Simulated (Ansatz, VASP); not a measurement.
## One calculation of AlCr2C, two programs

```xyz
8
Lattice="2.8229 0.0000 0.0000 -1.4114 2.4447 0.0000 0.0000 0.0000 12.6302" Properties=species:S:1:pos:R:3 pbc="T T T"
Al    1.4114    0.8149    3.1575
Al    0.0000    1.6298    9.4726
Cr    0.0000    1.6298    5.2473
Cr    1.4114    0.8149   11.5624
Cr    1.4114    0.8149    7.3828
Cr    0.0000    1.6298    1.0678
C     0.0000    0.0000    6.3151
C     0.0000    0.0000    0.0000
```

Alike in both runs: functional r2SCAN; k mesh 15 × 15 × 4; occupations gaussian, width 0.1 eV; no spin polarisation.

Ansatz relaxed the structure, and its values are those at the end. VASP's run is a single point on that final structure, the one shown.

```csv
,VASP,Ansatz
version,VASP 6.6.1,Ansatz 0.2.0
potentials or method,"VASP PAW PBE potentials, release 64 (Al, Cr_pv, C), cutoff 520 eV","scalar-relativistic, plane waves, PAW"
valence electrons in the cell,62,70
```

```csv
,VASP,Ansatz,Ansatz less VASP
gap on the k mesh at the Fermi level (eV),none,none,-
pressure (GPa),0.5,0.0,-0.49
rms of the force components (eV/Å),0.050,0.001,-0.0496
```

VASP's potentials were made for PBE, not for r2SCAN. A gap of «none» marks a metal or a gap that the smearing closes. VASP's potentials hold 62 valence electrons a cell and Ansatz's 70, so a difference there can come from the potentials and not from the codes.
